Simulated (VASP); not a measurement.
# MgO (Fm-3m) in VASP: a series of runs

MgO is run at these levels: LDA, PBE, PBEsol; tasks: single point.

All numbers are computed with VASP 6.6.1; they aren't measurements. Logs are shortened: lines on timing, memory, paths and dates and some standing lists are left out, and cuts for length are marked.

### 1 The cell of the first run

The structure is cubic, space group Fm-3m (No. 225). The conventional cell has a = 4.224 Å, b = 4.224 Å, c = 4.224 Å, α = 90.00°, β = 90.00°, γ = 90.00°. Within 2.8 Å of Mg (site symmetry m-3m) lie 6 O at 2.11 Å. O (site symmetry m-3m) has 6 Mg at 2.11 Å within 2.8 Å.

### 2 Single point, LDA

File INCAR:

```
PREC = Accurate
ENCUT = 520
EDIFF = 1E-6
ISMEAR = 0
SIGMA = 0.01
LREAL = False
LASPH = True
NELM = 60
ALGO = Normal
ISIF = 2
LWAVE = False
LCHARG = False
GGA = CA
NBANDS = 11
```

File KPOINTS:

```
Automatic mesh
0
Gamma
  6 6 6
```

File POSCAR:

```
MgO
1.0
    0.0000000000      2.1119935000      2.1119935000
    2.1119935000      0.0000000000      2.1119935000
    2.1119935000      2.1119935000      0.0000000000
Mg O
1 1
Direct
    0.0000000000      0.0000000000      0.0000000000
    0.5000000000      0.5000000000      0.5000000000
```

Potentials or basis: VASP PAW LDA potentials, release 64 (Mg, O).

Launch:

```sh
$ cat potpaw_LDA.64/Mg/POTCAR potpaw_LDA.64/O/POTCAR > POTCAR
$ mpirun -np 1 vasp_std > vasp.out
```

OUTCAR:

```text
PREC = Accurate
   ENCUT = 520
   EDIFF = 1E-6
   ISMEAR = 0
   LREAL = False
   LASPH = True
   NELM = 60
   ISIF = 2
   GGA = CA

 ion  position               nearest neighbor table
   1  0.000  0.000  0.000-   2 2.11   2 2.11   2 2.11   2 2.11   2 2.11   2 2.11
   2  0.500  0.500  0.500-   1 2.11   1 2.11   1 2.11   1 2.11   1 2.11   1 2.11

  LATTYP: Found a face centered cubic cell.
 ALAT       =     4.2239870000

  Lattice vectors:

 A1 = (   0.0000000000,   2.1119935000,   2.1119935000)
 A2 = (   2.1119935000,   0.0000000000,   2.1119935000)
 A3 = (   2.1119935000,   2.1119935000,   0.0000000000)

Analysis of symmetry for initial positions (statically):
=====================================================================
 Subroutine PRICEL returns:
 Original cell was already a primitive cell.

 Routine SETGRP: Setting up the symmetry group for a
 face centered cubic supercell.

 Subroutine GETGRP returns: Found 48 space group operations
 (whereof 48 operations were pure point group operations)
 out of a pool of 48 trial point group operations.

The static configuration has the point symmetry O_h .

Analysis of symmetry for dynamics (positions and initial velocities):
=====================================================================
 Subroutine PRICEL returns:
 Original cell was already a primitive cell.

 Routine SETGRP: Setting up the symmetry group for a
 face centered cubic supercell.

 Subroutine GETGRP returns: Found 48 space group operations
 (whereof 48 operations were pure point group operations)
 out of a pool of 48 trial point group operations.

The dynamic configuration has the point symmetry O_h .

 Subroutine INISYM returns: Found 48 space group operations
 (whereof 48 operations are pure point group operations),
 and found     1 'primitive' translations

----------------------------------------------------------------------------------------

                                     Primitive cell

  volume of cell :      18.8412

  direct lattice vectors                    reciprocal lattice vectors
     0.000000000  2.111993500  2.111993500    -0.236743153  0.236743153  0.236743153
     2.111993500  0.000000000  2.111993500     0.236743153 -0.236743153  0.236743153
     2.111993500  2.111993500  0.000000000     0.236743153  0.236743153 -0.236743153

  length of vectors
     2.986809851  2.986809851  2.986809851     0.410051169  0.410051169  0.410051169

  position of ions in fractional coordinates (direct lattice)
     0.000000000  0.000000000  0.000000000
     0.500000000  0.500000000  0.500000000

  ion indices of the primitive-cell ions
   primitive index   ion index
                 1           1
                 2           2

----------------------------------------------------------------------------------------

 KPOINTS: Automatic mesh

Automatic generation of k-mesh.
 Grid dimensions read from file:
 generate k-points for:    6    6    6

 Generating k-lattice:

  Cartesian coordinates                     Fractional coordinates (reciprocal lattice)
    -0.039457192  0.039457192  0.039457192     0.166666667  0.000000000  0.000000000
     0.039457192 -0.039457192  0.039457192     0.000000000  0.166666667  0.000000000
     0.039457192  0.039457192 -0.039457192     0.000000000  0.000000000  0.166666667

  Length of vectors
     0.068341862  0.068341862  0.068341862

  Shift w.r.t. Gamma in fractional coordinates (k-lattice)
     0.000000000  0.000000000  0.000000000

 Subroutine IBZKPT returns following result:
 ===========================================

 Found     16 irreducible k-points:

 Following reciprocal coordinates:
            Coordinates               Weight
  0.000000  0.000000  0.000000      1.000000
  0.166667  0.000000  0.000000      8.000000
  0.333333  0.000000  0.000000      8.000000
  0.500000  0.000000  0.000000      4.000000
  0.166667  0.166667  0.000000      6.000000
  0.333333  0.166667  0.000000     24.000000
[... 8 lines left out ...]
 -0.333333  0.333333  0.166667     24.000000
 -0.333333  0.500000  0.166667     12.000000
   k-points           NKPTS =     16   k-points in BZ     NKDIM =     16   number of bands    NBANDS=     11
   number of dos      NEDOS =    301   number of ions     NIONS =      2
   total plane-waves  NPLWV =  13824
   dimension x,y,z NGX =    24 NGY =   24 NGZ =   24
   dimension x,y,z NGXF=    48 NGYF=   48 NGZF=   48
   ions per type =               1   1
   NGX,Y,Z   is equivalent  to a cutoff of  13.36, 13.36, 13.36 a.u.
   NGXF,Y,Z  is equivalent  to a cutoff of  26.72, 26.72, 26.72 a.u.
 SYSTEM =  unknown system
   PREC   = accura    normal or accurate (medium, high low for compatibility)
   ISTART =      0    job   : 0-new  1-cont  2-samecut
   ICHARG =      2    charge: 1-file 2-atom 10-const
   ISPIN  =      1    spin polarized calculation?
   LNONCOLLINEAR =      F non collinear calculations
   LSORBIT =      F    spin-orbit coupling
   LASPH  =      T    aspherical Exc in radial PAW
   ENCUT  =  520.0 eV  38.22 Ry    6.18 a.u.   5.55  5.55  5.55*2*pi/ulx,y,z
   NELM   =     60;   NELMIN=  2; NELMDL= -5     # of ELM steps
   EDIFF  = 0.1E-05   stopping-criterion for ELM
   LREAL  =      F    real-space projection
   EDIFFG = 0.1E-04   stopping-criterion for IOM
   NSW    =      0    number of steps for IOM
   IBRION =     -1    ionic relax: 0-MD 1-quasi-New 2-CG
   NFREE  =      0    steps in history (QN), initial steepest desc. (CG)
   ISIF   =      2    stress and relaxation
   ISYM   =      2    0-nonsym 1-usesym 2-fastsym
   POTIM  = 0.5000    time-step for ionic-motion
   TEBEG  =    0.0;   TEEND  =   0.0 temperature during run
   PSTRESS=    0.0 pullay stress
   NELECT =       8.0000    total number of electrons
   NUPDOWN=      -1.0000    fix difference up-down
   EMIN   =  10.00;   EMAX   =-10.00  energy-range for DOS
   EFERMI =   0.00;   METHOD = LEGACY
   ISMEAR =     0;   SIGMA  =   0.01  broadening in eV -4-tet -1-fermi 0-gaus
   EFERMI_NEDOS =   21; number of points for ismear=-14 and -15
   IALGO  =     38    algorithm
   IMIX   =      4    mixing-type and parameters
     AMIX     =   0.40;   BMIX     =  1.00
     AMIX_MAG =   1.60;   BMIX_MAG =  1.00
  volume/ion in A,a.u.               =       9.42        63.57
  Fermi-wavevector in a.u.,A,eV,Ry     =   1.230464  2.325240 20.599788  1.514042
  Thomas-Fermi vector in A             =   2.365312
   LORBIT       =      0    0 simple, 1 ext, 2 COOP (PROOUT), +10 PAW based schemes
   GGA     = CA    functional components
   LHFCALC =     F    Hartree Fock is set to
   AEXX    =    0.0000 exact exchange contribution
   IVDW    =     0    specifies the selected vdW correction
   LEPSILON=     F    determine dielectric tensor
   LRPA    =     F    only Hartree local field effects (RPA)
 non-spin polarized calculation
 Gauss-broadening in eV      SIGMA  =   0.01
  energy-cutoff  :      520.00
  volume of cell :       18.84
 maximum number of plane-waves:       531
 NGX is ok and might be reduce to    24
   NGX = 11   NGY = 11   NGZ = 11

 number of electron       8.0000005 magnetization

 Free energy of the ion-electron system (eV)
  ---------------------------------------------------
  ext. energy  EPLUGINS =         0.00000000
  ---------------------------------------------------
  free energy    TOTEN  =       -13.41638898 eV

  energy without entropy =      -13.41638898  energy(sigma->0) =      -13.41638898

 E-fermi :   2.8843     XC(G=0): -11.5509

 val. band max:        2.8172524814   @ k =   0.0000   0.0000   0.0000
 cond. band min:       7.3910360968   @ k =   0.0000   0.0000   0.0000
 fundamental gap:      4.5737836154
 Fermi energy:         2.8843277463

 k-point     1 :       0.0000    0.0000    0.0000
  band No.  band energies     occupation
      1     -14.1410      2.00000
      2       2.8173      2.00000
      3       2.8173      2.00000
      4       2.8173      2.00000
      5       7.3910      0.00000
      6      18.2957      0.00000
      7      18.2957      0.00000
      8      18.2957      0.00000
      9      22.2981      0.00000
     10      23.9309      0.00000
     11      23.9309      0.00000

 k-point     2 :       0.1667    0.0000    0.0000
  band No.  band energies     occupation
      1     -13.8499      2.00000
      2       1.2952      2.00000
      3       2.6420      2.00000
      4       2.6420      2.00000
      5       8.8001      0.00000
      6      16.0039      0.00000
      7      18.8540      0.00000
      8      18.8540      0.00000
      9      22.5973      0.00000
     10      22.5973      0.00000
     11      24.6731      0.00000

 k-point     3 :       0.3333    0.0000    0.0000
  band No.  band energies     occupation
      1     -13.1920      2.00000
      2      -0.8838      2.00000
      3       2.3147      2.00000
      4       2.3147      2.00000
      5      10.2787      0.00000
      6      14.8570      0.00000
      7      19.0085      0.00000
      8      19.0085      0.00000
      9      23.3008      0.00000
     10      23.3008      0.00000
     11      23.7716      0.00000

 k-point     4 :       0.5000    0.0000    0.0000
  band No.  band energies     occupation
      1     -12.8106      2.00000
      2      -1.8449      2.00000
      3       2.1611      2.00000
      4       2.1611      2.00000
      5      10.4970      0.00000
      6      15.1222      0.00000
      7      18.7280      0.00000
      8      18.7280      0.00000
      9      23.2478      0.00000
     10      24.8672      0.00000
     11      24.8672      0.00000
[... 127 lines left out ...]
 k-point    14 :       0.5000    0.3333    0.1667
  band No.  band energies     occupation
      1     -12.8055      2.00000
      2      -0.7511      2.00000
      3       0.9461      2.00000
      4       1.7910      2.00000
      5      12.5759      0.00000
      6      13.6423      0.00000
      7      15.9855      0.00000
      8      19.5884      0.00000
      9      21.8732      0.00000
     10      25.2818      0.00000
     11      30.1381      0.00000

 k-point    15 :      -0.3333    0.3333    0.1667
  band No.  band energies     occupation
      1     -12.5719      2.00000
      2      -0.8066      2.00000
      3       0.3257      2.00000
      4       1.5378      2.00000
      5      13.1431      0.00000
      6      14.4947      0.00000
      7      15.1645      0.00000
      8      18.9149      0.00000
      9      23.2089      0.00000
     10      24.3748      0.00000
     11      30.0823      0.00000

 k-point    16 :      -0.3333    0.5000    0.1667
  band No.  band energies     occupation
      1     -12.5007      2.00000
      2      -0.7735      2.00000
      3       0.5525      2.00000
      4       1.1278      2.00000
      5      13.1255      0.00000
      6      13.8586      0.00000
      7      15.0192      0.00000
      8      18.9169      0.00000
      9      22.5408      0.00000
     10      27.0256      0.00000
     11      28.5880      0.00000

------------------------ aborting loop because EDIFF is reached ----------------------------------------

  FORCE on cell =-STRESS in cart. coord.  units (eV):
  Direction    XX          YY          ZZ          XY          YZ          ZX
  --------------------------------------------------------------------------------------
  -------------------------------------------------------------------------------------
  Total       -1.0520928     -1.0520928     -1.0520928      0.0000000      0.0000000      0.0000000
  in kB      -89.4657671    -89.4657671    -89.4657671      0.0000000      0.0000000      0.0000000
  external PRESSURE =     -89.4657671 kB  Pullay stress =       0.0000000 kB

 VOLUME and BASIS-vectors are now :
 -----------------------------------------------------------------------------
  energy-cutoff  :      520.00
  volume of cell :       18.84
      direct lattice vectors                 reciprocal lattice vectors
     0.000000000  2.111993500  2.111993500    -0.236743153  0.236743153  0.236743153
     2.111993500  0.000000000  2.111993500     0.236743153 -0.236743153  0.236743153
     2.111993500  2.111993500  0.000000000     0.236743153  0.236743153 -0.236743153

 POSITION                                       TOTAL-FORCE (eV/Angst)
 -----------------------------------------------------------------------------------
      0.00000      0.00000      0.00000        -0.000000     -0.000000     -0.000000
      2.11199      2.11199      2.11199         0.000000      0.000000      0.000000
 -----------------------------------------------------------------------------------
    total drift:                               -0.000000     -0.000000      0.000000

  FREE ENERGIE OF THE ION-ELECTRON SYSTEM (eV)
  ---------------------------------------------------
  free  energy   TOTEN  =       -13.4163889815 eV

  energy  without entropy=      -13.4163889815  energy(sigma->0) =      -13.41638898
```

It took 7.7 s on 1 thread of Intel Xeon 6975P-C, shared host; peak memory 0.1 GiB.

What came out:

| Property | Result |
| --- | --- |
| Free energy | -13.4164 eV |
| Pressure | -8.9 GPa |
| Band gap on the k mesh | 4.57 eV, direct |

Levels at points of the mesh, in eV from the valence-band top:
```
           k point  band 2  band 3  band 4  band 5  band 6  band 7
(0.00, 0.00, 0.00)    0.00    0.00    0.00    4.57   15.48   15.48
(0.50, 0.00, 0.00)   -4.66   -0.66   -0.66    7.68   12.30   15.91
(0.50, 0.50, 0.00)   -4.12   -1.36   -1.36    8.88    9.61   12.80
```

Caveat: the k points lie up to 0.43 Å⁻¹ apart.

(Part 1 of 2 ends here.)
